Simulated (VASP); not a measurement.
HfN, 2 atoms in the cell. It takes space group I4/mmm (No. 139, tetragonal). Conventional cell: a = 3.291 Å, b = 3.291 Å, c = 4.518 Å, α = 90.00°, β = 90.00°, γ = 90.00°. Within 3.0 Å of Hf (site symmetry 4/mmm) lie 6 N at 2.26 to 2.33 Å. N (site symmetry 4/mmm) has 6 Hf at 2.26 to 2.33 Å within 3.0 Å.  This cell differs from its parent crystal: equal xx and yy strain of +3 %.

```yaml
Program: VASP 6.6.1
Task: electric field gradients
Functional: PBE
Potentials_or_basis: VASP PAW PBE potentials, release 64 (Hf_pv, N)
Cutoff: 520 eV
k_mesh: 10 × 10 × 10
Occupations: fermi-dirac, width 0.03 eV
Spin: no spin polarisation
Dipole_correction: no
Further_INCAR_settings: ALGO = Normal; EDIFF = 1e-08; NBANDS = 14
```

Potentials or basis: VASP PAW PBE potentials, release 64 (Hf_pv, N).

The run is started by

```console
$ cat potpaw_PBE.64/Hf_pv/POTCAR potpaw_PBE.64/N/POTCAR > POTCAR
$ mpirun -np 1 vasp_std > vasp.out
```

Hardware: 1 thread of Intel(R) Xeon(R) 6975P-C (Granite Rapids), on a shared host.

Task: How long does it take, and how much memory?

Result: Run time: 13 s on 1 thread of Intel(R) Xeon(R) 6975P-C (Granite Rapids), with other jobs on the host, peak memory 0.16 GiB. Counts: scf iterations 16, k points 102.
